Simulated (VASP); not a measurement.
Os, 2 atoms in the cell. Symmetry: P6_3/mmc, No. 194, hexagonal system. Conventional cell: a = 2.540 Å, b = 2.540 Å, c = 4.048 Å, α = 90.00°, β = 90.00°, γ = 120.00°. Os (site symmetry -6m2) has 12 Os at 2.50 to 2.54 Å within 3.3 Å. 

```yaml
Program: VASP 6.6.1
Task: single point
Functional: PBE
Potentials_or_basis: VASP PAW PBE potentials, release 64 (Os_sv_GW)
Cutoff: 560 eV
k_mesh: 17 × 17 × 10
Occupations: fermi-dirac, width 0.1 eV
Spin: no spin polarisation
Dipole_correction: no
Further_INCAR_settings: ALGO = Normal; EDIFF = 1e-06; NBANDS = 23
```

Potentials or basis: VASP PAW PBE potentials, release 64 (Os_sv_GW).

Command:

```sh
$ cat potpaw_PBE.64/Os_sv_GW/POTCAR > POTCAR
$ mpirun -np 1 vasp_std > vasp.out
```

Hardware: 1 thread of Intel(R) Xeon(R) Platinum 8488C (Sapphire Rapids), with other jobs on the host.

Problem. How long does it take, and how much memory?

Solution. Wall time 55 s on 1 thread of Intel(R) Xeon(R) Platinum 8488C (Sapphire Rapids), with other jobs on the host, peak memory 0.21 GiB. Counts: scf iterations 12, k points 198.
